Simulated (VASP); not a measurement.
# NiO (Fm-3m) in VASP: notebook

NiO is run at these levels: PBE+U; tasks: single point.

Program: VASP 6.6.1. These are calculated values, not measurements. Logs are shortened: lines on timing, memory, paths and dates and some standing lists are left out, and cuts for length are marked.

**Measured values to compare with.**

From “Local correlations, non-local screening, multiplets, and band formation in NiO”, 2012, arxiv:1210.6675, for a bulk crystal of NiO: band gap 4.3 eV.

How close the calculation comes is told below.

## 1. The cell of the first run

The structure is cubic, space group Fm-3m (No. 225). Conventional cell: a = 4.177 Å, b = 4.177 Å, c = 4.177 Å, α = 90.00°, β = 90.00°, γ = 90.00°. Within 2.8 Å of O (site symmetry m-3m) lie 6 Ni at 2.09 Å. Within 2.8 Å of Ni (site symmetry m-3m) lie 6 O at 2.09 Å.

## 2. Single point, PBE+U, collinear spin, ferromagnetic start

File INCAR:

```
SYSTEM = NiO
PREC     = Accurate       ! precision mode
ENCUT    = 520            ! plane-wave cutoff, eV
EDIFF    = 1E-6           ! SCF threshold, eV
ISMEAR   = -1             ! smearing method
SIGMA    = 0.03           ! smearing width, eV
LREAL    = .False.        ! projectors in reciprocal space
LASPH    = .True.         ! aspherical terms in the spheres
NELM     = 150            ! most SCF steps
ALGO     = Normal         ! electronic algorithm
ISIF     = 2              ! what is computed and relaxed
LWAVE    = .False.        ! write WAVECAR
LCHARG   = .True.         ! write CHGCAR
ISPIN    = 2              ! spin polarisation
MAGMOM   = 0 0 2 2        ! initial moments
LORBIT   = 11             ! projections on sites
LMAXMIX  = 4              ! l up to which the mixer works
LDAU     = .True.         ! DFT+U
LDAUTYPE = 2            
LDAUL    = -1 2           ! shell
LDAUU    = 0 6.6          ! U, eV
LDAUJ    = 0 0          
LDAUPRINT= 1            
GGA      = PE             ! functional
LELF     = .True.         ! ELF
LVHAR    = .True.       
NBANDS   = 28             ! bands
```

File KPOINTS:

```
regular mesh
0
Gamma
  8 8 8
  0 0 0
```

File POSCAR:

```
NiO
1.0
    4.1771000000      2.0885500000      2.0885500000
    2.0885500000      4.1771000000      2.0885500000
    2.0885500000      2.0885500000      4.1771000000
O Ni
2 2
Direct
    0.2500000000      0.2500000000      0.2500000000
    0.7500000000      0.7500000000      0.7500000000
    0.0000000000      0.0000000000      0.0000000000
    0.5000000000      0.5000000000      0.5000000000
```

Potentials or basis: VASP PAW PBE potentials, release 64 (O, Ni).

Launch:

```console
$ cat potpaw_PBE.64/O/POTCAR potpaw_PBE.64/Ni/POTCAR > POTCAR
$ mpirun -np 1 vasp_std > vasp.out
```

OUTCAR:

```text
SYSTEM = NiO
   PREC = Accurate
   ENCUT = 520
   EDIFF = 1E-6
   ISMEAR = -1
   LREAL = .False.
   LASPH = .True.
   NELM = 150
   ISIF = 2
   ISPIN = 2
   LORBIT = 11
   GGA = PE

 ion  position               nearest neighbor table
   1  0.250  0.250  0.250-   3 2.09   3 2.09   3 2.09   4 2.09   4 2.09   4 2.09
   2  0.750  0.750  0.750-   4 2.09   4 2.09   4 2.09   3 2.09   3 2.09   3 2.09
   3  0.000  0.000  0.000-   2 2.09   2 2.09   2 2.09   1 2.09   1 2.09   1 2.09   4 2.95   4 2.95
                             4 2.95   4 2.95   4 2.95   4 2.95
   4  0.500  0.500  0.500-   1 2.09   1 2.09   1 2.09   2 2.09   2 2.09   2 2.09   3 2.95   3 2.95
                             3 2.95   3 2.95   3 2.95   3 2.95

  LATTYP: Found a trigonal (rhomboedric) cell.
 ALAT       =     5.1158818023
 COS(alpha) =     0.8333333333

  Lattice vectors:

 A1 = (   4.1771000000,   2.0885500000,   2.0885500000)
 A2 = (   2.0885500000,   4.1771000000,   2.0885500000)
 A3 = (   2.0885500000,   2.0885500000,   4.1771000000)

Analysis of symmetry for initial positions (statically):
=====================================================================
 Subroutine PRICEL returns following result:

  LATTYP: Found a face centered cubic cell.
 ALAT       =     4.1771000000
[... 12 lines left out ...]
 Subroutine GETGRP returns: Found 12 space group operations
 (whereof 12 operations were pure point group operations)
 out of a pool of 12 trial point group operations.

The static configuration has the point symmetry D_3d.

Analysis of symmetry for dynamics (positions and initial velocities):
=====================================================================
 Subroutine PRICEL returns following result:

  LATTYP: Found a face centered cubic cell.
 ALAT       =     4.1771000000
[... 12 lines left out ...]
 Subroutine GETGRP returns: Found 12 space group operations
 (whereof 12 operations were pure point group operations)
 out of a pool of 12 trial point group operations.

The dynamic configuration has the point symmetry D_3d.

Analysis of structural, dynamic, and magnetic symmetry:
=====================================================================
 Subroutine PRICEL returns following result:

  LATTYP: Found a face centered cubic cell.
 ALAT       =     4.1771000000
[... 12 lines left out ...]
 Subroutine GETGRP returns: Found 12 space group operations
 (whereof 12 operations were pure point group operations)
 out of a pool of 12 trial point group operations.

The overall configuration has the point symmetry D_3d.

 Subroutine INISYM returns: Found 12 space group operations
 (whereof 12 operations are pure point group operations),
 and found     2 'primitive' translations

----------------------------------------------------------------------------------------

                                     Primitive cell

  volume of cell :      18.2207

  direct lattice vectors                    reciprocal lattice vectors
     0.000000000 -2.088550000  2.088550000     0.239400541 -0.239400541  0.239400541
    -2.088550000 -0.000000000  2.088550000    -0.239400541  0.239400541  0.239400541
    -2.088550000 -2.088550000  0.000000000    -0.239400541 -0.239400541 -0.239400541

  length of vectors
     2.953655736  2.953655736  2.953655736     0.414653900  0.414653900  0.414653900

  position of ions in fractional coordinates (direct lattice)
     0.500000000  0.500000000  0.500000000
[... 131 lines left out ...]

spin component  2

  0.9838  0.0000 -0.0000  0.0000 -0.0000
  0.0000  0.9838  0.0000  0.0000 -0.0000
 -0.0000  0.0000  0.1345  0.0000 -0.0000
  0.0000  0.0000  0.0000  0.9838  0.0000
 -0.0000 -0.0000 -0.0000  0.0000  0.1345

 occupancies and eigenvectors

  o =  0.1345  v =  0.0000  0.0000  0.0000  0.0000  0.0000 -0.0000 -0.0000 -0.0089  0.0000 -1.0000      0.0000  0.0000  0.0000  0.0000  0.0000  0.0000  0.0000  0.0000  0.0000  0.0000
  o =  0.1345  v =  0.0000  0.0000  0.0000  0.0000  0.0000  0.0000 -0.0000  1.0000 -0.0000 -0.0089      0.0000  0.0000  0.0000  0.0000  0.0000  0.0000  0.0000  0.0000  0.0000  0.0000
  o =  0.9838  v =  0.0000  0.0000  0.0000  0.0000  0.0000  0.0188 -0.7163 -0.0000  0.6975  0.0001      0.0000  0.0000  0.0000  0.0000  0.0000  0.0000  0.0000  0.0000  0.0000  0.0000
  o =  0.9838  v =  0.0000  0.0000  0.0000  0.0000  0.0000  0.8163 -0.3918 -0.0001 -0.4245 -0.0000      0.0000  0.0000  0.0000  0.0000  0.0000  0.0000  0.0000  0.0000  0.0000  0.0000
  o =  0.9838  v =  0.0000  0.0000  0.0000  0.0000  0.0000  0.5774  0.5774 -0.0000  0.5774  0.0000      0.0000  0.0000  0.0000  0.0000  0.0000  0.0000  0.0000  0.0000  0.0000  0.0000
  o =  0.9850  v = -0.5774 -0.5774 -0.0000 -0.5774 -0.0000  0.0000  0.0000  0.0000  0.0000  0.0000      0.0000  0.0000  0.0000  0.0000  0.0000  0.0000  0.0000  0.0000  0.0000  0.0000
  o =  0.9850  v = -0.8165  0.4082 -0.0002  0.4082  0.0000  0.0000  0.0000  0.0000  0.0000  0.0000      0.0000  0.0000  0.0000  0.0000  0.0000  0.0000  0.0000  0.0000  0.0000  0.0000
  o =  0.9850  v =  0.0000 -0.7071  0.0000  0.7071 -0.0002  0.0000  0.0000  0.0000  0.0000  0.0000      0.0000  0.0000  0.0000  0.0000  0.0000  0.0000  0.0000  0.0000  0.0000  0.0000
  o =  1.0405  v =  0.0000 -0.0001  0.0000  0.0001  1.0000  0.0000  0.0000  0.0000  0.0000  0.0000      0.0000  0.0000  0.0000  0.0000  0.0000  0.0000  0.0000  0.0000  0.0000  0.0000
  o =  1.0405  v =  0.0002 -0.0001 -1.0000 -0.0001  0.0000  0.0000  0.0000  0.0000  0.0000  0.0000      0.0000  0.0000  0.0000  0.0000  0.0000  0.0000  0.0000  0.0000  0.0000  0.0000

atom =   4  type =  2  l = 2

 onsite density matrix

spin component  1

  0.9850 -0.0000 -0.0000 -0.0000 -0.0000
 -0.0000  0.9850  0.0000 -0.0000 -0.0000
 -0.0000  0.0000  1.0405  0.0000 -0.0000
 -0.0000 -0.0000  0.0000  0.9850  0.0000
 -0.0000 -0.0000 -0.0000  0.0000  1.0405

spin component  2

  0.9838  0.0000 -0.0000  0.0000 -0.0000
  0.0000  0.9838  0.0000  0.0000 -0.0000
 -0.0000  0.0000  0.1345  0.0000 -0.0000
  0.0000  0.0000  0.0000  0.9838  0.0000
 -0.0000 -0.0000 -0.0000  0.0000  0.1345

 occupancies and eigenvectors

  o =  0.1345  v =  0.0000  0.0000  0.0000  0.0000  0.0000  0.0000  0.0000  0.0038 -0.0000  1.0000      0.0000  0.0000  0.0000  0.0000  0.0000  0.0000  0.0000  0.0000  0.0000  0.0000
  o =  0.1345  v =  0.0000  0.0000  0.0000  0.0000  0.0000  0.0000 -0.0000  1.0000 -0.0000 -0.0038      0.0000  0.0000  0.0000  0.0000  0.0000  0.0000  0.0000  0.0000  0.0000  0.0000
  o =  0.9838  v =  0.0000  0.0000  0.0000  0.0000  0.0000  0.0043 -0.7092 -0.0000  0.7050  0.0001      0.0000  0.0000  0.0000  0.0000  0.0000  0.0000  0.0000  0.0000  0.0000  0.0000
  o =  0.9838  v =  0.0000  0.0000  0.0000  0.0000  0.0000  0.8165 -0.4045 -0.0001 -0.4119 -0.0000      0.0000  0.0000  0.0000  0.0000  0.0000  0.0000  0.0000  0.0000  0.0000  0.0000
  o =  0.9838  v =  0.0000  0.0000  0.0000  0.0000  0.0000 -0.5774 -0.5774  0.0000 -0.5774 -0.0000      0.0000  0.0000  0.0000  0.0000  0.0000  0.0000  0.0000  0.0000  0.0000  0.0000
  o =  0.9850  v =  0.5774  0.5774  0.0000  0.5774  0.0000  0.0000  0.0000  0.0000  0.0000  0.0000      0.0000  0.0000  0.0000  0.0000  0.0000  0.0000  0.0000  0.0000  0.0000  0.0000
  o =  0.9850  v = -0.8158  0.4376 -0.0002  0.3782  0.0000  0.0000  0.0000  0.0000  0.0000  0.0000      0.0000  0.0000  0.0000  0.0000  0.0000  0.0000  0.0000  0.0000  0.0000  0.0000
  o =  0.9850  v = -0.0343 -0.6893 -0.0000  0.7236 -0.0002  0.0000  0.0000  0.0000  0.0000  0.0000      0.0000  0.0000  0.0000  0.0000  0.0000  0.0000  0.0000  0.0000  0.0000  0.0000
  o =  1.0405  v =  0.0002 -0.0001 -1.0000 -0.0001 -0.0000  0.0000  0.0000  0.0000  0.0000  0.0000      0.0000  0.0000  0.0000  0.0000  0.0000  0.0000  0.0000  0.0000  0.0000  0.0000
  o =  1.0405  v =  0.0000 -0.0001 -0.0000  0.0001  1.0000  0.0000  0.0000  0.0000  0.0000  0.0000      0.0000  0.0000  0.0000  0.0000  0.0000  0.0000  0.0000  0.0000  0.0000  0.0000

 number of electron      32.0000012 magnetization       4.0000008

 Free energy of the ion-electron system (eV)
  ---------------------------------------------------
  ext. energy  EPLUGINS =         0.00000000
  ---------------------------------------------------
  free energy    TOTEN  =       -20.22568666 eV

  energy without entropy =      -20.22568666  energy(sigma->0) =      -20.22568666

 E-fermi :   7.4118     XC(G=0): -12.6424

 val. band max:        6.7417039421   @ k =   0.5000   0.5000   0.0000
 cond. band min:       9.4796638042   @ k =   0.0000   0.0000   0.0000
 fundamental gap:      2.7379598622
 Fermi energy:         7.4118140838

 spin component 1

 k-point     1 :       0.0000    0.0000    0.0000
  band No.  band energies     occupation
      1     -12.0498      1.00000
      2     -10.5990      1.00000
      3      -0.9686      1.00000
      4      -0.7515      1.00000
      5      -0.7515      1.00000
      6       0.4121      1.00000
[... 1481 lines left out ...]
     27      24.6700      0.00000
     28      29.1311      0.00000

 [... further k-points ...]
[... 5 lines left out ...]
  --------------------------------------------------------------------------------------
  -------------------------------------------------------------------------------------
  Total        0.5054793      0.5054793      0.5054793      0.0002993      0.0002993      0.0002993
  in kB       22.2238518     22.2238518     22.2238518      0.0131600      0.0131600      0.0131600
  external PRESSURE =      22.2238518 kB  Pullay stress =       0.0000000 kB

 VOLUME and BASIS-vectors are now :
 -----------------------------------------------------------------------------
  energy-cutoff  :      520.00
  volume of cell :       36.44
      direct lattice vectors                 reciprocal lattice vectors
     4.177100000  2.088550000  2.088550000     0.359100812 -0.119700271 -0.119700271
     2.088550000  4.177100000  2.088550000    -0.119700271  0.359100812 -0.119700271
     2.088550000  2.088550000  4.177100000    -0.119700271 -0.119700271  0.359100812

 POSITION                                       TOTAL-FORCE (eV/Angst)
 -----------------------------------------------------------------------------------
      2.08855      2.08855      2.08855        -0.000000     -0.000000     -0.000000
      6.26565      6.26565      6.26565        -0.000000      0.000000     -0.000000
      0.00000      0.00000      0.00000         0.000000     -0.000000     -0.000000
      4.17710      4.17710      4.17710         0.000000      0.000000      0.000000
 -----------------------------------------------------------------------------------
    total drift:                                0.000000     -0.000000     -0.000000

  FREE ENERGIE OF THE ION-ELECTRON SYSTEM (eV)
  ---------------------------------------------------
  free  energy   TOTEN  =       -20.2256866556 eV

  energy  without entropy=      -20.2256866556  energy(sigma->0) =      -20.22568666

 total charge

# of ion       s       p       d       tot
------------------------------------------
    1        1.547   3.486   0.000   5.033
    2        1.547   3.486   0.000   5.033
    3        0.345   0.427   8.228   8.999
    4        0.345   0.427   8.228   8.999
--------------------------------------------------
tot          3.783   7.825  16.456  28.064

 magnetization (x)

# of ion       s       p       d       tot
------------------------------------------
    1        0.017   0.145   0.000   0.161
    2        0.017   0.145   0.000   0.161
    3        0.012   0.013   1.812   1.837
    4        0.012   0.013   1.812   1.837
--------------------------------------------------
tot          0.056   0.316   3.625   3.997
```

Wall time 2.9 min (1 thread of Intel Xeon 6975P-C (Granite Rapids), shared host); peak memory 0.34 GiB.

What came out:

```
Free energy                                           : -20.2257 eV
Pressure                                              : 2.2 GPa
Band gap on the k mesh                                : 2.74 eV
Net moment                                            : 4.00 μB per cell
Site moments                                          : O +0.16; Ni +1.84 μB
Valence electrons inside the program's atomic spheres : O 5.03; Ni 9.00
```

Eigenvalues of the final occupation matrices:
```
    site  spin  trace               eigenvalues
site 3 d     1   5.04  0.98 0.98 0.98 1.04 1.04
site 3 d     2   3.22  0.13 0.13 0.98 0.98 0.98
site 4 d     1   5.04  0.98 0.98 0.98 1.04 1.04
site 4 d     2   3.22  0.13 0.13 0.98 0.98 0.98
```

The state reached can hang on the start; a lower one may exist.

(Continued in part 2 of 2.)
